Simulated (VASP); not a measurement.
A run of VASP 6.6.1 is set up as follows.

Contents of INCAR:

```
PREC = Accurate ; ENCUT = 600
EDIFF = 1E-6 ; ISMEAR = 0
SIGMA = 0.1 ; LREAL = F
LASPH = T ; NELM = 80
ALGO = Normal ; ISIF = 4
LWAVE = F ; LCHARG = F
GGA = PE ; IBRION = 2
NSW = 50 ; EDIFFG = -0.01
```

Contents of KPOINTS:

```
Automatic mesh
0
Gamma
  14 14 8
```

File POSCAR:

```
CuO
1.0
    2.0302537934     -2.0325581026      0.1590086264
    2.0302537934      2.0325581026      0.1590086264
   -0.3982779971      0.0000000000      5.0702114479
Cu O
2 2
Direct
    0.0000000000      0.5000000000      0.0000000000
    0.5000000000      0.0000000000      0.5000000000
    0.5000687154      0.4999312846      0.2500000000
    0.4999312846      0.5000687154      0.7500000000
```

Potentials or basis: VASP PAW PBE potentials, release 64 (Cu, O).

Run with:

```bash
$ cat potpaw_PBE.64/Cu/POTCAR potpaw_PBE.64/O/POTCAR > POTCAR
$ mpirun -np 1 vasp_std > vasp.out
```

**Question.** Estimate the band gap on the k mesh.

**Answer.** Zero (bands 17 and 18 overlap by 1.15 eV).

The path:
```
step  energy change (eV)  largest force (eV/Å)  pressure (GPa)  volume (Å³)
   1              0.0000                0.0001           10.98        42.10
   2             -0.0033                0.0000           10.48        42.10
   3             -0.0045                0.0000           10.05        42.10
```

Caveat: semilocal functionals often make such compounds metallic where correlation or magnetic order opens a gap, which also shifts bond lengths. With open d or f shells a metallic result of PBE can be an artefact of self-interaction; +U or a hybrid may open a gap.
